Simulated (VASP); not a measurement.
TaN:

```xyz
6
Lattice="5.1670 0.0000 0.0000 -2.5835 4.4747 0.0000 0.0000 0.0000 2.8888" Properties=species:S:1:pos:R:3 pbc="T T T"
Ta    0.0000    0.0000    0.0000
Ta    0.0000    2.9831    1.4444
Ta    2.5835    1.4916    1.4444
N     2.5835    0.0000    0.0000
N     1.2917    2.2374    0.0000
N    -1.2917    2.2374    0.0000
```

Base run:

| Property | Result |
| --- | --- |
| Program | VASP 6.6.1 |
| Functional | LDA |
| Potentials or basis | VASP PAW LDA potentials, release 64 (Ta_sv_GW, N) |
| Cutoff | 600 eV |
| k mesh | 5 × 5 × 8 |
| Occupations | fermi-dirac, width 0.1 eV |
| Spin | no spin polarisation |

Its results: band gap on the k mesh zero (band 27 reaches 13.00 eV, above the bottom of band 28 at 10.80 eV); pressure 1.1 GPa.

**Question.** The run is repeated on the same cell with these changes: potentials or basis from VASP PAW LDA potentials, release 64 (Ta_sv_GW, N) to VASP PAW LDA potentials, release 64 (Ta_pv, N); cutoff from 600 eV to 520 eV; further incar settings from ALGO = Normal; EDIFF = 1e-06; NBANDS = 36 to ALGO = Normal; EDIFF = 1e-07; NBANDS = 33; valence electrons from 54 to 48. What comes out?

**Answer.** Band gap on the k mesh zero (band 24 reaches 9.10 eV, above the bottom of band 25 at 6.89 eV); pressure 1.8 GPa.

Caveats: spin-orbit coupling is left out, which moves the levels of the heavy elements.
